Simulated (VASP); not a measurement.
# Cu (Cmcm) in VASP: single point with r2SCAN

Aim: the single point of Cu with r2SCAN.

Everything below comes from runs of VASP 6.6.1. Logs are shortened: lines on timing, memory, paths and dates and some standing lists are left out, and cuts for length are marked.

### 1 The cell of the first run

The structure is orthorhombic, space group Cmcm (No. 63). Conventional cell: a = 2.506 Å, b = 8.177 Å, c = 2.342 Å, α = 90.00°, β = 90.00°, γ = 90.00°. Cu (site symmetry m2m) has 10 Cu at 2.34 to 2.56 Å within 3.1 Å.

### 2 Single point, r2SCAN

The input, POSCAR:

```
Cu
1.0
    1.2528045328     -4.0884471456      0.0000000000
    1.2528045328      4.0884471456      0.0000000000
    0.0000000000      0.0000000000      2.3416430667
Cu
2
Direct
    0.1338666500      0.8661333500      0.2500000000
    0.8661333500      0.1338666500      0.7500000000
```

The input, INCAR.step1:

```
PREC = Accurate ; ENCUT = 520
ISMEAR = 0 ; SIGMA = 0.15
LREAL = False ; LASPH = True
NELM = 60 ; NBANDS = 18
GGA = PE ; ALGO = Normal
EDIFF = 1E-4 ; LWAVE = True
LCHARG = False
```

The input, INCAR.step2:

```
PREC = Accurate ; ENCUT = 520
EDIFF = 1E-7 ; ISMEAR = 0
SIGMA = 0.15 ; LREAL = False
LASPH = True ; NELM = 60
ALGO = Normal ; ISIF = 2
LWAVE = False ; LCHARG = True
METAGGA = R2SCAN ; LMIXTAU = True
LELF = True ; LVHAR = True
NBANDS = 18 ; ISTART = 1
```

The input, KPOINTS:

```
regular mesh
0
Gamma
  22 22 22
```

Potentials or basis: VASP PAW PBE potentials, release 64 (Cu).

Command:

```bash
> cat potpaw_PBE.64/Cu/POTCAR > POTCAR
> cp INCAR.step1 INCAR
> mpirun -np 1 vasp_std > vasp.out
> cp INCAR.step2 INCAR
> mpirun -np 1 vasp_std > vasp.out
```

OUTCAR:

```text
PREC = Accurate
   ENCUT = 520
   EDIFF = 1E-7
   ISMEAR = 0
   LREAL = False
   LASPH = True
   NELM = 60
   ISIF = 2
   METAGGA = R2SCAN
   ISTART = 1

 ion  position               nearest neighbor table
   1  0.134  0.866  0.250-   2 2.48   2 2.48   2 2.56   2 2.56   2 2.56   2 2.56
   2  0.866  0.134  0.750-   1 2.48   1 2.48   1 2.56   1 2.56   1 2.56   1 2.56

  LATTYP: Found a base centered orthorhombic cell.
 ALAT       =     2.5056090656
 B/A-ratio  =     3.2634357863
 C/A-ratio  =     0.9345604224

  Lattice vectors:

 A1 = (   1.2528045328,  -4.0884471456,   0.0000000000)
 A2 = (   1.2528045328,   4.0884471456,   0.0000000000)
 A3 = (   0.0000000000,   0.0000000000,   2.3416430667)

Analysis of symmetry for initial positions (statically):
=====================================================================
 Subroutine PRICEL returns:
 Original cell was already a primitive cell.

 Routine SETGRP: Setting up the symmetry group for a
 base centered orthorhombic supercell.

 Subroutine GETGRP returns: Found  8 space group operations
 (whereof  4 operations were pure point group operations)
 out of a pool of  8 trial point group operations.

The static configuration has the point symmetry C_2h.
 The point group associated with its full space group is D_2h.

Analysis of symmetry for dynamics (positions and initial velocities):
=====================================================================
 Subroutine PRICEL returns:
 Original cell was already a primitive cell.

 Routine SETGRP: Setting up the symmetry group for a
 base centered orthorhombic supercell.

 Subroutine GETGRP returns: Found  8 space group operations
 (whereof  4 operations were pure point group operations)
 out of a pool of  8 trial point group operations.

The dynamic configuration has the point symmetry C_2h.
 The point group associated with its full space group is D_2h.

 Subroutine INISYM returns: Found  8 space group operations
 (whereof  4 operations are pure point group operations),
 and found     1 'primitive' translations

----------------------------------------------------------------------------------------

                                     Primitive cell

  volume of cell :      23.9879

  direct lattice vectors                    reciprocal lattice vectors
     1.252804533 -4.088447146  0.000000000     0.399104559 -0.122295821  0.000000000
     1.252804533  4.088447146  0.000000000     0.399104559  0.122295821  0.000000000
     0.000000000  0.000000000  2.341643067     0.000000000  0.000000000  0.427050567

  length of vectors
     4.276086910  4.276086910  2.341643067     0.417421509  0.417421509  0.427050567

  position of ions in fractional coordinates (direct lattice)
     0.133866650  0.866133350  0.250000000
     0.866133350  0.133866650  0.750000000

  ion indices of the primitive-cell ions
   primitive index   ion index
                 1           1
                 2           2

----------------------------------------------------------------------------------------

 KPOINTS: regular mesh

Automatic generation of k-mesh.
 Grid dimensions read from file:
 generate k-points for:   22   22   22

 Generating k-lattice:

  Cartesian coordinates                     Fractional coordinates (reciprocal lattice)
     0.018141116 -0.005558901  0.000000000     0.045454545  0.000000000  0.000000000
     0.018141116  0.005558901  0.000000000     0.000000000  0.045454545  0.000000000
     0.000000000  0.000000000  0.019411389     0.000000000  0.000000000  0.045454545

  Length of vectors
     0.018973705  0.018973705  0.019411389

  Shift w.r.t. Gamma in fractional coordinates (k-lattice)
     0.000000000  0.000000000  0.000000000

 Subroutine IBZKPT returns following result:
 ===========================================

 Found   1596 irreducible k-points:

 Following reciprocal coordinates:
            Coordinates               Weight
  0.000000  0.000000  0.000000      1.000000
  0.045455 -0.000000  0.000000      4.000000
  0.090909 -0.000000  0.000000      4.000000
  0.136364 -0.000000  0.000000      4.000000
  0.181818 -0.000000  0.000000      4.000000
  0.227273 -0.000000  0.000000      4.000000
[... 16 lines left out ...]
  0.500000  0.045455  0.000000      4.000000
 -0.454545  0.045455  0.000000      4.000000
 [... further k-points ...]
   k-points           NKPTS =   1596   k-points in BZ     NKDIM =   1596   number of bands    NBANDS=     18
   number of dos      NEDOS =    301   number of ions     NIONS =      2
   total plane-waves  NPLWV =  18432
   dimension x,y,z NGX =    32 NGY =   32 NGZ =   18
   dimension x,y,z NGXF=    64 NGYF=   64 NGZF=   36
   ions per type =               2
   NGX,Y,Z   is equivalent  to a cutoff of  12.44, 12.44, 12.78 a.u.
   NGXF,Y,Z  is equivalent  to a cutoff of  24.88, 24.88, 25.56 a.u.
 SYSTEM =  unknown system
   PREC   = accura    normal or accurate (medium, high low for compatibility)
   ISTART =      1    job   : 0-new  1-cont  2-samecut
   ICHARG =      0    charge: 1-file 2-atom 10-const
   ISPIN  =      1    spin polarized calculation?
   LNONCOLLINEAR =      F non collinear calculations
   LSORBIT =      F    spin-orbit coupling
   LASPH  =      T    aspherical Exc in radial PAW
   ENCUT  =  520.0 eV  38.22 Ry    6.18 a.u.   7.95  7.95  4.35*2*pi/ulx,y,z
   NELM   =     60;   NELMIN=  2; NELMDL=  0     # of ELM steps
   EDIFF  = 0.1E-06   stopping-criterion for ELM
   LREAL  =      F    real-space projection
   EDIFFG = 0.1E-05   stopping-criterion for IOM
   NSW    =      0    number of steps for IOM
   IBRION =     -1    ionic relax: 0-MD 1-quasi-New 2-CG
   NFREE  =      0    steps in history (QN), initial steepest desc. (CG)
   ISIF   =      2    stress and relaxation
   ISYM   =      2    0-nonsym 1-usesym 2-fastsym
   POTIM  = 0.5000    time-step for ionic-motion
   TEBEG  =    0.0;   TEEND  =   0.0 temperature during run
   PSTRESS=    0.0 pullay stress
   NELECT =      22.0000    total number of electrons
   NUPDOWN=      -1.0000    fix difference up-down
   EMIN   =  10.00;   EMAX   =-10.00  energy-range for DOS
   EFERMI =   0.00;   METHOD = LEGACY
   ISMEAR =     0;   SIGMA  =   0.15  broadening in eV -4-tet -1-fermi 0-gaus
   EFERMI_NEDOS =   21; number of points for ismear=-14 and -15
   IALGO  =     38    algorithm
   IMIX   =      4    mixing-type and parameters
     AMIX     =   0.40;   BMIX     =  1.00
     AMIX_MAG =   1.60;   BMIX_MAG =  1.00
  volume/ion in A,a.u.               =      11.99        80.94
  Fermi-wavevector in a.u.,A,eV,Ry     =   1.590566  3.005733 34.421366  2.529899
  Thomas-Fermi vector in A             =   2.689241
   LORBIT       =      0    0 simple, 1 ext, 2 COOP (PROOUT), +10 PAW based schemes
   METAGGA = R2SCAN    functional components
   LHFCALC =     F    Hartree Fock is set to
   AEXX    =    0.0000 exact exchange contribution
   IVDW    =     0    specifies the selected vdW correction
   LEPSILON=     F    determine dielectric tensor
   LRPA    =     F    only Hartree local field effects (RPA)
 non-spin polarized calculation
 Gauss-broadening in eV      SIGMA  =   0.15
  energy-cutoff  :      520.00
  volume of cell :       23.99
 maximum number of plane-waves:       664
   NGX = 15   NGY = 15   NGZ =  9

 number of electron      21.9999984 magnetization

 Free energy of the ion-electron system (eV)
  ---------------------------------------------------
  ext. energy  EPLUGINS =         0.00000000
  ---------------------------------------------------
  free energy    TOTEN  =       -21.27126696 eV

  energy without entropy =      -21.26526728  energy(sigma->0) =      -21.26826712

 E-fermi :   7.2343     XC(G=0): -13.5606

 val. band max:        7.2342154883   @ k =  -0.4091   0.2727   0.2727
 cond. band min:       7.2444158129   @ k =  -0.3636   0.2727   0.2727
 fundamental gap:      0.0102003246
 Fermi energy:         7.2342691862

 k-point     1 :       0.0000    0.0000    0.0000
  band No.  band energies     occupation
      1      -2.3178      2.00000
      2       1.9601      2.00000
      3       2.8968      2.00000
      4       3.3000      2.00000
      5       4.0392      2.00000
      6       4.4208      2.00000
[... 10 lines left out ...]
     17      27.9702      0.00000
     18      28.3774      0.00000

 k-point     2 :       0.0455   -0.0000    0.0000
  band No.  band energies     occupation
      1      -2.2598      2.00000
      2       1.9794      2.00000
      3       2.9172      2.00000
      4       3.3152      2.00000
      5       4.0425      2.00000
      6       4.4261      2.00000
[... 10 lines left out ...]
     17      28.7880      0.00000
     18      29.5797      0.00000

 k-point     3 :       0.0909   -0.0000    0.0000
  band No.  band energies     occupation
      1      -2.0869      2.00000
      2       2.0342      2.00000
      3       2.9765      2.00000
      4       3.3595      2.00000
      5       4.0534      2.00000
      6       4.4413      2.00000
[... 10 lines left out ...]
     17      29.9861      0.00000
     18      31.5281      0.00000

 k-point     4 :       0.1364   -0.0000    0.0000
  band No.  band energies     occupation
      1      -1.8025      2.00000
      2       2.1162      2.00000
      3       3.0680      2.00000
      4       3.4273      2.00000
      5       4.0763      2.00000
      6       4.2308      2.00000
[... 375 lines left out ...]
      4       3.6283      2.00000
      5       4.0401      2.00000
      6       4.6064      2.00000
[... 10 lines left out ...]
     17      31.5604      0.00000
     18      32.8642      0.00000

 k-point    23 :       0.5000    0.0455    0.0000
  band No.  band energies     occupation
      1       1.7170      2.00000
      2       2.3142      2.00000
      3       3.1181      2.00000
      4       3.6312      2.00000
      5       4.0540      2.00000
      6       4.5792      2.00000
[... 10 lines left out ...]
     17      31.3792      0.00000
     18      32.6335      0.00000

 k-point    24 :      -0.4545    0.0455    0.0000
  band No.  band energies     occupation
      1       1.4092      2.00000
      2       2.3481      2.00000
      3       3.1208      2.00000
      4       3.6419      2.00000
      5       3.9003      2.00000
      6       4.5466      2.00000
[... 10 lines left out ...]
     17      31.2787      0.00000
     18      31.6065      0.00000

 [... further k-points ...]
[... 5 lines left out ...]
  --------------------------------------------------------------------------------------
  -------------------------------------------------------------------------------------
  Total       -0.9737783     -0.2297885      2.4097875      0.0000000      0.0000000      0.0000000
  in kB      -65.0396646    -15.3478089    160.9522059      0.0000000      0.0000000      0.0000000
  external PRESSURE =      26.8549108 kB  Pullay stress =       0.0000000 kB

 VOLUME and BASIS-vectors are now :
 -----------------------------------------------------------------------------
  energy-cutoff  :      520.00
  volume of cell :       23.99
      direct lattice vectors                 reciprocal lattice vectors
     1.252804533 -4.088447146  0.000000000     0.399104559 -0.122295821  0.000000000
     1.252804533  4.088447146  0.000000000     0.399104559  0.122295821  0.000000000
     0.000000000  0.000000000  2.341643067     0.000000000  0.000000000  0.427050567

 POSITION                                       TOTAL-FORCE (eV/Angst)
 -----------------------------------------------------------------------------------
      1.25280      2.99383      0.58541         0.000000     -0.031824     -0.000000
      1.25280     -2.99383      1.75623         0.000000      0.031824      0.000000
 -----------------------------------------------------------------------------------
    total drift:                                0.000000      0.000000      0.000000

  FREE ENERGIE OF THE ION-ELECTRON SYSTEM (eV)
  ---------------------------------------------------
  free  energy   TOTEN  =       -21.2712669557 eV

  energy  without entropy=      -21.2652672787  energy(sigma->0) =      -21.26826712
```

Run time: 61 min. Hardware: 1 thread of Oxide Virtual Turin-like, shared host; peak memory 0.59 GiB.

Results:

```
Free energy            : -21.2713 eV
Pressure               : 2.7 GPa
Largest force          : 0.032 eV/Å
Band gap on the k mesh : zero (bands 11 and 12 overlap by 6.15 eV)
```

Forces on the atoms (eV/Å):
```
Cu   0.000 -0.032  0.000
Cu   0.000  0.032  0.000
```

Caveat: the stress differs along the axes, from -7 to 16 GPa; the PAW data sets were made with another functional, which shifts forces and pressure a little.
